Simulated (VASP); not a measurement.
Here is a VASP 6.6.1 calculation.

INCAR

```
SYSTEM = BN
PREC = Accurate
ENCUT = 520
EDIFF = 1E-7
ISMEAR = 0
SIGMA = 0.02
LREAL = .FALSE.
LASPH = .TRUE.
NELM = 80
ALGO = Normal
ISIF = 2
LWAVE = .FALSE.
LCHARG = .FALSE.
GGA = PE
NBANDS = 16
```

KPOINTS

```
Automatic mesh
0
G
  12 12 4
  0 0 0
```

The input POSCAR:

```
BN
1.0
    2.5121777594      0.0000000029      0.0000000000
   -1.2560888822      2.1756097570      0.0000000000
    0.0000000000      0.0000000000      8.3440148055
B N
2 2
Direct
    0.3333333333      0.6666666667      0.2500000000
    0.6666666667      0.3333333333      0.7500000000
    0.3333333333      0.6666666667      0.7500000000
    0.6666666667      0.3333333333      0.2500000000
```

Potentials or basis: VASP PAW PBE potentials, release 64 (B, N).

The run is started by

```console
$ cat potpaw_PBE.64/B/POTCAR potpaw_PBE.64/N/POTCAR > POTCAR
$ mpirun -np 1 vasp_std > vasp.out
```

(1) Predict the band gap on the k mesh.

(2) What does it give for the pressure?

Answers

(1) 4.40 eV (least direct gap 4.66 eV).

(2) 0.1 GPa.

Caveat: this functional lacks dispersion, which binds layers or chains, so the pressure and a relaxed spacing across them are unreliable.
